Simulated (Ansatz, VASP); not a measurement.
**InP in VASP and in Ansatz**

Contents of POSCAR:

```
InP
1.0
    0.0000000000      2.8865425000      2.8865425000
    2.8865425000      0.0000000000      2.8865425000
    2.8865425000      2.8865425000      0.0000000000
In P
1 1
Direct
    0.0000000000      0.0000000000      0.0000000000
    0.7500000000      0.7500000000      0.7500000000
```

The input INCAR.step1:

```
SYSTEM = InP
  PREC = Accurate
  ENCUT = 520
  ISMEAR = 0
  SIGMA = 0.05
  LREAL = .FALSE.
  LASPH = .TRUE.
  NELM = 80
  NBANDS = 16
  GGA = PE
  ALGO = Normal
  EDIFF = 1E-4
  LWAVE = .TRUE.
  LCHARG = .FALSE.
```

INCAR.step2

```
SYSTEM = InP
  PREC = Accurate
  ENCUT = 520
  EDIFF = 1E-6
  ISMEAR = 0
  SIGMA = 0.05
  LREAL = .FALSE.
  LASPH = .TRUE.
  NELM = 80
  ALGO = Normal
  ISIF = 2
  LWAVE = .FALSE.
  LCHARG = .FALSE.
  METAGGA = R2SCAN
  LMIXTAU = .TRUE.
  NBANDS = 16
  ISTART = 1
```

File KPOINTS:

```
regular mesh
0
G
  8 8 8
  0 0 0
```

Input for Ansatz:

```yaml
crystal:
  lattice:
    - [0.0, 2.8865425, 2.8865425]
    - [2.8865425, 0.0, 2.8865425]
    - [2.8865425, 2.8865425, 0.0]
  atoms:
    - { symbol: In, position: [0.0, 0.0, 0.0] }
    - { symbol: P, position: [0.75, 0.75, 0.75] }
basis:
  ecutwfc: 500
kpoints:
  mp_grid: { grid: [8, 8, 8] }
hamiltonian:
  xc: r2scan
scf:
  occupations: { method: gaussian, width: 0.05 }
output:
  forces: true
  stress: true
  eigenvalues: true
```

Change from the starting cell: strain -0.015 along x and y, -0.015 along z, atoms carried along.

Alike in both runs: task single point; functional r2SCAN; k mesh 8 × 8 × 8; occupations gaussian, width 0.05 eV; no spin polarisation.

|  | VASP | Ansatz |
| --- | --- | --- |
| version | VASP 6.6.1 | Ansatz 0.2.0 |
| potentials or method | VASP PAW PBE potentials, release 64 (In_d, P), cutoff 520 eV | scalar-relativistic, plane waves, PAW |
| valence electrons in the cell | 18 | 18 |

VASP gave:

```
gap on the k mesh at the Fermi level (eV) : 1.43
least direct gap on the mesh (eV)         : 1.43
pressure (GPa)                            : 5.4
```

Question: Which values does Ansatz return?

Answer: gap on the k mesh at the Fermi level (eV): 1.43; least direct gap on the mesh (eV): 1.43; pressure (GPa): 5.5.

VASP's potentials were made for PBE, not for r2SCAN. With one functional, cell and mesh, what is left measures potentials, basis and numerics.
